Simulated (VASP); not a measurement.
# Hf in VASP: single point with PBEsol+D4

Aim: the single point of Hf with PBEsol+D4.

Program: VASP 6.6.1. These are calculated values, not measurements. Logs are shortened: lines on timing, memory, paths and dates and some standing lists are left out, and cuts for length are marked.

## Step 1: The cell of the first run

The cell holds a slab with vacuum, 3 atoms: a = 3.185 Å, b = 3.185 Å, c = 25.075 Å, α = 90.00°, β = 90.00°, γ = 120.00°.

## Step 2: Single point, PBEsol+D4

Input file INCAR:

```
PREC = Accurate
ENCUT = 400
EDIFF = 1E-6
ISMEAR = 1
SIGMA = 0.1
LREAL = F
LASPH = T
NELM = 120
ALGO = Normal
ISIF = 2
LWAVE = F
LCHARG = F
LDIPOL = T
IDIPOL = 3
DIPOL = 0.5 0.5 0.375
GGA = PS
IVDW = 13
NBANDS = 22
GGA_COMPAT = F
NELMDL = -8
```

Input file KPOINTS:

```
Automatic mesh
0
Gamma
  12 12 1
```

Input file POSCAR:

```
Hf
1.0
    3.1854233731      0.0000000000      0.0000000000
   -1.5927116865      2.7586575629      0.0000000000
    0.0000000000      0.0000000000     25.0753358379
Hf
3
Direct
    0.6666666667      0.3333333333      0.2791587736
    0.3333333333      0.6666666667      0.3730191327
    0.6666666667      0.3333333333      0.4721070848
```

Potentials or basis: VASP PAW PBE potentials, release 64 (Hf_pv).

On the command line:

```console
> cat potpaw_PBE.64/Hf_pv/POTCAR > POTCAR
> mpirun -np 1 vasp_std > vasp.out
```

OUTCAR:

```text
PREC = Accurate
   ENCUT = 400
   EDIFF = 1E-6
   ISMEAR = 1
   LREAL = F
   LASPH = T
   NELM = 120
   ISIF = 2
   GGA = PS
   IVDW = 13
   NELMDL = -8

 ion  position               nearest neighbor table
   1  0.667  0.333  0.279-   2 2.99   2 2.99   2 2.99
   2  0.333  0.667  0.373-   1 2.99   1 2.99   1 2.99   3 3.09   3 3.09   3 3.09
   3  0.667  0.333  0.472-   2 3.09   2 3.09   2 3.09

  LATTYP: Found a hexagonal cell.
 ALAT       =     3.1854233731
 C/A-ratio  =     7.8719004983

  Lattice vectors:

 A1 = (   3.1854233731,   0.0000000000,   0.0000000000)
 A2 = (  -1.5927116865,   2.7586575629,   0.0000000000)
 A3 = (   0.0000000000,   0.0000000000,  25.0753358379)

Analysis of symmetry for initial positions (statically):
=====================================================================
 Subroutine PRICEL returns:
 Original cell was already a primitive cell.

 Routine SETGRP: Setting up the symmetry group for a
 hexagonal supercell.

 Subroutine GETGRP returns: Found  6 space group operations
 (whereof  6 operations were pure point group operations)
 out of a pool of 24 trial point group operations.

The static configuration has the point symmetry C_3v.

Analysis of symmetry for dynamics (positions and initial velocities):
=====================================================================
 Subroutine PRICEL returns:
 Original cell was already a primitive cell.

 Routine SETGRP: Setting up the symmetry group for a
 hexagonal supercell.

 Subroutine GETGRP returns: Found  6 space group operations
 (whereof  6 operations were pure point group operations)
 out of a pool of 24 trial point group operations.

The dynamic configuration has the point symmetry C_3v.

 Subroutine INISYM returns: Found  6 space group operations
 (whereof  6 operations are pure point group operations),
 and found     1 'primitive' translations

----------------------------------------------------------------------------------------

                                     Primitive cell

  volume of cell :     220.3493

  direct lattice vectors                    reciprocal lattice vectors
     3.185423373  0.000000000  0.000000000     0.313930013  0.181247577  0.000000000
    -1.592711686  2.758657563  0.000000000     0.000000000  0.362495155  0.000000000
     0.000000000  0.000000000 25.075335838     0.000000000  0.000000000  0.039879825

  length of vectors
[... 84 lines left out ...]
   ISIF   =      2    stress and relaxation
   ISYM   =      2    0-nonsym 1-usesym 2-fastsym
   POTIM  = 0.5000    time-step for ionic-motion
   TEBEG  =    0.0;   TEEND  =   0.0 temperature during run
   PSTRESS=    0.0 pullay stress
   NELECT =      30.0000    total number of electrons
   NUPDOWN=      -1.0000    fix difference up-down
   EMIN   =  10.00;   EMAX   =-10.00  energy-range for DOS
   EFERMI =   0.00;   METHOD = LEGACY
   ISMEAR =     1;   SIGMA  =   0.10  broadening in eV -4-tet -1-fermi 0-gaus
   EFERMI_NEDOS =   21; number of points for ismear=-14 and -15
   IALGO  =     38    algorithm
   IMIX   =      4    mixing-type and parameters
     AMIX     =   0.40;   BMIX     =  1.00
     AMIX_MAG =   1.60;   BMIX_MAG =  1.00
  volume/ion in A,a.u.               =      73.45       495.66
  Fermi-wavevector in a.u.,A,eV,Ry     =   0.842192  1.591513  9.650451  0.709288
  Thomas-Fermi vector in A             =   1.956859
   LORBIT       =      0    0 simple, 1 ext, 2 COOP (PROOUT), +10 PAW based schemes
   GGA     = PS    functional components
   LHFCALC =     F    Hartree Fock is set to
   AEXX    =    0.0000 exact exchange contribution
   IVDW    =    13    specifies the selected vdW correction
   LEPSILON=     F    determine dielectric tensor
   LRPA    =     F    only Hartree local field effects (RPA)
 non-spin polarized calculation
 Methfessel and Paxton  Order N= 1 SIGMA  =   0.10
  energy-cutoff  :      400.00
  volume of cell :      220.35
 maximum number of plane-waves:      4039
 NGX is ok and might be reduce to    24
   NGX = 11   NGY = 11   NGZ = 81

 dipolmoment           0.000000      0.000000      0.000726 electrons x Angstroem

 number of electron      30.0000007 magnetization

 dipolmoment           0.000000      0.000000     -0.003081 electrons x Angstroem

 Free energy of the ion-electron system (eV)
  ---------------------------------------------------
  ext. energy  EPLUGINS =         0.00000000
  ---------------------------------------------------
  free energy    TOTEN  =       -29.34780216 eV

  energy without entropy =      -29.34707538  energy(sigma->0) =      -29.34755990

 E-fermi :  -1.4621     XC(G=0):  -4.2323

 val. band max:       -1.4781112055   @ k =   0.0000   0.0000   0.0000
 cond. band min:      -1.4515364620   @ k =   0.4167   0.0833   0.0000
 fundamental gap:      0.0265747435
 Fermi energy:        -1.4621055101

 k-point     1 :       0.0000    0.0000    0.0000
  band No.  band energies     occupation
      1     -32.4614      2.00000
      2     -32.2848      2.00000
      3     -31.8506      2.00000
      4     -31.8506      2.00000
      5     -31.7892      2.00000
      6     -31.7892      2.00000
[... 464 lines left out ...]
     21       2.3302      0.00000
     22       2.6544      0.00000

------------------------ aborting loop because EDIFF is reached ----------------------------------------

 vacuum level on the upper side and lower side of the slab       (xc-potential included)        -0.038         0.024

  DFT-D4 for vdW energy calculation

  Edisp (eV):   -0.22689

  FORCE on cell =-STRESS in cart. coord.  units (eV):
  Direction    XX          YY          ZZ          XY          YZ          ZX
  --------------------------------------------------------------------------------------
  -------------------------------------------------------------------------------------
  Total      -3.53814    -3.53814    -0.89144    -0.00000     0.00000    -0.00000
  in kB     -25.72610   -25.72610    -6.48175    -0.00000     0.00000    -0.00000
  external pressure =      -19.31 kB  Pullay stress =        0.00 kB

 VOLUME and BASIS-vectors are now :
 -----------------------------------------------------------------------------
  energy-cutoff  :      400.00
  volume of cell :      220.35
      direct lattice vectors                 reciprocal lattice vectors
     3.185423373  0.000000000  0.000000000     0.313930013  0.181247577  0.000000000
    -1.592711686  2.758657563  0.000000000     0.000000000  0.362495155  0.000000000
     0.000000000  0.000000000 25.075335838     0.000000000  0.000000000  0.039879825

 POSITION                                       TOTAL-FORCE (eV/Angst)
 -----------------------------------------------------------------------------------
      1.59271      0.91955      7.00000         0.000000     -0.000000     -0.068393
     -0.00000      1.83911      9.35358        -0.000000      0.000000      0.478158
      1.59271      0.91955     11.83824        -0.000000      0.000000     -0.409764
 -----------------------------------------------------------------------------------
    total drift:                               -0.000000      0.000000     -0.000489

  FREE ENERGIE OF THE ION-ELECTRON SYSTEM (eV)
  ---------------------------------------------------
  free  energy   TOTEN  =       -29.5746872954 eV

  energy  without entropy=      -29.5739605105  energy(sigma->0) =      -29.57444503

 vacuum level on the upper side and lower side of the slab         2.733         2.876
```

Wall time 2.6 min (1 thread of Intel Xeon Platinum 8375C at 2.90GHz (Ice Lake), shared host); peak memory 0.31 GiB.

Results:

```
Free energy                : -29.5747 eV
Largest force              : 0.478 eV/Å
Band gap on the k mesh     : zero (band 15 reaches -0.59 eV, above the bottom of band 16 at -1.86 eV)
Dispersion energy per atom : -0.076 eV
```

Forces on the atoms (eV/Å):
```
Hf   0.000  0.000 -0.068
Hf   0.000  0.000  0.478
Hf   0.000  0.000 -0.410
```

Caveat: the PAW data sets were made with another functional, which shifts forces and pressure a little; spin-orbit coupling is left out, which moves the levels of the heavy elements.
